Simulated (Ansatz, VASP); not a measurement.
**Two plane-wave programs on Te2Mo**

Contents of INCAR:

```
SYSTEM = Te2Mo
ALGO     = Normal         ! electronic algorithm
EDIFF    = 1E-6           ! SCF threshold, eV
ENCUT    = 520            ! plane-wave cutoff, eV
GGA      = PE             ! functional
ISIF     = 2              ! what is computed and relaxed
ISMEAR   = -1             ! smearing method
LASPH    = .True.         ! aspherical terms in the spheres
LCHARG   = .False.        ! write CHGCAR
LREAL    = .False.        ! projectors in reciprocal space
LWAVE    = .False.        ! write WAVECAR
NBANDS   = 20             ! bands
NELM     = 100            ! most SCF steps
PREC     = Accurate       ! precision mode
SIGMA    = 0.02           ! smearing width, eV
```

File KPOINTS:

```
k-points
0
Gamma
  12 12 4
  0 0 0
```

File POSCAR:

```
Te2Mo
1.0
    3.5194547085      0.0000000000      0.0000000000
   -1.7597273543      3.0479371850      0.0000000000
    0.0000000000      0.0000000000      7.2144517852
Mo Te
1 2
Direct
    0.0000000000      0.0000000000      0.0000000000
    0.3333333333      0.6666666667      0.2534156295
    0.6666666667      0.3333333333      0.7465843705
```

Input for Ansatz:

```yaml
crystal:
  lattice:
    - [3.5194547085, 0.0, 0.0]
    - [-1.7597273543, 3.047937185, 0.0]
    - [0.0, 0.0, 7.2144517852]
  atoms:
    - { symbol: Mo, position: [0.0, 0.0, 0.0] }
    - { symbol: Te, position: [0.3333333333, 0.6666666667, 0.2534156295] }
    - { symbol: Te, position: [0.6666666667, 0.3333333333, 0.7465843705] }
kpoints:
  mp_grid: { grid: [12, 12, 4] }
  band_path:
    path:
      - [[0.0, 0.0, 0.0], [0.5, 6.620198720629e-17, -5.703268916427e-34], [0.3333333333333, 0.3333333333333, -1.140653783285e-33], [0.0, 0.0, 0.0], [0.0, -6.389710939653e-51, 0.5], [0.5, 6.620198720629e-17, 0.5], [0.3333333333333, 0.3333333333333, 0.5], [0.0, -6.389710939653e-51, 0.5]]
      - [[0.5, 6.620198720629e-17, 0.5], [0.5, 6.620198720629e-17, -5.703268916427e-34]]
      - [[0.3333333333333, 0.3333333333333, 0.5], [0.3333333333333, 0.3333333333333, -1.140653783285e-33]]
    npoints: 10
hamiltonian:
  xc: pbe
scf:
  occupations: { method: fermi_dirac, width: 0.02 }
  n_extra_bands: 4
output:
  forces: true
  stress: true
  eigenvalues: true
```

Alike in both runs: task single point; functional PBE; k mesh 12 × 12 × 4; occupations fermi-dirac, width 0.02 eV; no spin polarisation.

|  | VASP | Ansatz |
| --- | --- | --- |
| version | VASP 6.6.1 | Ansatz 0.2.0 |
| potentials or method | VASP PAW PBE potentials, release 64 (Mo_sv, Te) | plane waves, PAW |
| plane-wave cutoff (eV) | 520 | 420 |
| valence electrons in the cell | 26 | 46 |

```csv
,VASP,Ansatz,Ansatz less VASP
pressure (GPa),1.9,1.8,-0.01
"traceless stress, the component that is largest in VASP (GPa)",1.12,1.06,-0.056
rms of the force components (eV/Å),0.110,0.104,-0.0057
```

Atom by atom the forces differ by 0.006 eV/Å (rms over components). The functional is the same, so the differences come from potentials, cutoffs and numerics. VASP's potentials hold 26 valence electrons a cell and Ansatz's 46, so a difference there can come from the potentials and not from the codes.

Neither program's run includes spin-orbit coupling.
